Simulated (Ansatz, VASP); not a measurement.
HfTe5Mo: VASP beside Ansatz

```
Hf Te Mo
1.0
     6.30543    0.00000    0.00000
    -3.15271    5.46066    0.00000
     0.00000    0.00000    5.37743
Hf Te Mo
1 5 1
Cartesian
  0.0000 0.0000 0.0000
  3.1527 0.0000 0.0000
  -1.5764 2.7303 0.0000
  1.5764 2.7303 0.0000
  0.0000 3.6404 2.6887
  3.1527 1.8202 2.6887
  0.0000 0.0000 2.6887
```

Alike in both runs: functional PBE; k mesh 3 × 3 × 3; occupations gaussian, width 0.2 eV; no spin polarisation.

Ansatz relaxed the structure, and its values are those at the end. VASP's run is a single point on that final structure, the one shown.

|  | VASP | Ansatz |
| --- | --- | --- |
| version | VASP 6.6.1 | Ansatz 0.2.0 |
| potentials or method | VASP PAW PBE potentials, release 64 (Hf_pv, Te, Mo_sv), cutoff 500 eV | scalar-relativistic, plane waves, PAW |
| valence electrons in the cell | 54 | 120 |

Ansatz gave:

| Property | Result |
| --- | --- |
| gap on the k mesh at the Fermi level (eV) | none |
| pressure (GPa) | 0.0 |

What did VASP give for the same quantities?

gap on the k mesh at the Fermi level (eV): none; pressure (GPa): -0.2.

A gap of «none» marks a metal or a gap that the smearing closes. The functional is the same, so the differences come from potentials, cutoffs and numerics. VASP's potentials hold 54 valence electrons a cell and Ansatz's 120, so a difference there can come from the potentials and not from the codes.

The k mesh is coarse, so the values compare programs but aren't converged. Spin-orbit coupling is off throughout.
